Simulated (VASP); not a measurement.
Al6W: relaxation of cell and atoms with PBE

Al6W:

```
CELL_PARAMETERS angstrom
3.74000 -3.21500 0.00000
3.74000 3.21500 0.00000
0.00000 0.00000 8.78000
ATOMIC_POSITIONS crystal
Al 0.13910 0.86090 0.10020
Al 0.13910 0.86090 0.39980
Al 0.86090 0.13910 0.89980
Al 0.86090 0.13910 0.60020
Al 0.39580 0.96780 0.75000
Al 0.03220 0.60420 0.75000
Al 0.96780 0.39580 0.25000
Al 0.60420 0.03220 0.25000
Al 0.67370 0.67370 0.00000
Al 0.67370 0.67370 0.50000
Al 0.32630 0.32630 0.50000
Al 0.32630 0.32630 0.00000
W 0.45730 0.54270 0.25000
W 0.54270 0.45730 0.75000
```

```json
{
 "Program": "VASP 6.6.1",
 "Task": "relaxation of cell and atoms",
 "Functional": "PBE",
 "Potentials or basis": "VASP PAW PBE potentials, release 64 (Al, W_sv)",
 "Cutoff": "500 eV",
 "k mesh": "3 × 3 × 2",
 "Occupations": "gaussian, width 0.2 eV",
 "Spin": "no spin polarisation",
 "Dipole correction": "no",
 "Further INCAR settings": "ALGO = Normal; EDIFF = 1e-07; IBRION = 2; EDIFFG = -0.08; NSW = 36; ISIF = 3"
}
```

The relaxed volume is 17.08 Å³/atom and the relaxed cell is a = 5.136 Å, b = 5.136 Å, c = 9.135 Å, α = 90.00°, β = 90.00°, γ = 82.95°. The space group after relaxing (to 0.1 Å) is Cmcm (No. 63), the energy gained by relaxing is 113.0 meV/atom and the ionic steps are 11. The pressure after relaxing is -0.1 GPa and the largest force after relaxing is 0.070 eV/Å. The band gap on the k mesh is zero (bands 32 and 33 overlap by 0.46 eV).

Forces on the atoms (eV/Å):
```
Al   0.000  0.028  0.007
Al   0.000  0.028 -0.007
Al   0.000 -0.028 -0.007
Al   0.000 -0.028  0.007
Al   0.058 -0.040  0.000
Al  -0.058 -0.040  0.000
Al   0.058  0.040  0.000
Al  -0.058  0.040  0.000
Al  -0.015  0.000  0.000
Al  -0.015  0.000  0.000
Al   0.015  0.000  0.000
Al   0.015  0.000  0.000
W    0.000  0.006  0.000
W    0.000 -0.006  0.000
```

Stress tensor (GPa, compression positive):
```
-0.21  0.00  0.00
 0.00 -0.09  0.00
 0.00  0.00 -0.06
```

The path:
| step | energy change (eV) | largest force (eV/Å) | pressure (GPa) | volume (Å³) |
| --- | --- | --- | --- | --- |
| 1 | 0.0000 | 1.3436 | 17.31 | 211.14 |
| 2 | -0.6237 | 0.7668 | -9.04 | 264.92 |
| 3 | -1.4897 | 0.4775 | -0.28 | 239.13 |
| 4 | -1.4899 | 0.4671 | -0.02 | 238.55 |
| 5 | -1.5233 | 0.2460 | -0.03 | 238.63 |
| 6 | -1.5331 | 0.2663 | 0.01 | 238.70 |
| 7 | -1.5560 | 0.1836 | -0.04 | 238.79 |
| 8 | -1.5655 | 0.1831 | -0.06 | 238.89 |
| 9 | -1.5781 | 0.0803 | 0.09 | 238.64 |
| 10 | -1.5785 | 0.0986 | 0.12 | 238.58 |
| 11 | -1.5817 | 0.0703 | -0.12 | 239.17 |

Final structure:
```
Al W
1.0
     3.84828   -3.40159    0.00000
     3.84828    3.40159    0.00000
     0.00000    0.00000    9.13537
Al W
12 2
Cartesian
  3.8483 2.5584 0.9506
  3.8483 2.5584 3.6171
  3.8483 -2.5584 8.1848
  3.8483 -2.5584 5.5183
  5.2152 1.9763 6.8515
  2.4814 1.9763 6.8515
  5.2152 -1.9763 2.2838
  2.4814 -1.9763 2.2838
  5.1830 0.0000 0.0000
  5.1830 0.0000 4.5677
  2.5136 0.0000 4.5677
  2.5136 0.0000 0.0000
  3.8483 0.3272 2.2838
  3.8483 -0.3272 6.8515
```

Levels at points of the mesh, in eV from the Fermi level:
| k point | band 28 | band 29 | band 30 | band 31 | band 32 | band 33 | band 34 | band 35 | band 36 | band 37 |
| --- | --- | --- | --- | --- | --- | --- | --- | --- | --- | --- |
| (0.00, 0.00, 0.00) | -1.31 | -1.31 | -0.94 | -0.76 | -0.40 | -0.25 | 0.87 | 1.08 | 1.35 | 1.68 |
| (0.00, 0.00, 0.50) | -1.31 | -0.97 | -0.97 | -0.63 | -0.63 | -0.23 | -0.23 | 1.36 | 1.36 | 1.58 |

It took 14 min on 1 thread of Intel Xeon 8259CL, on a shared host, peak memory 0.3 GiB.

Caveat: the k points lie up to 0.41 Å⁻¹ apart in the final cell; spin-orbit coupling is left out, which moves the levels of the heavy elements; the relaxation stopped at a loose force limit of 0.08 eV/Å, so its end isn't a converged minimum.
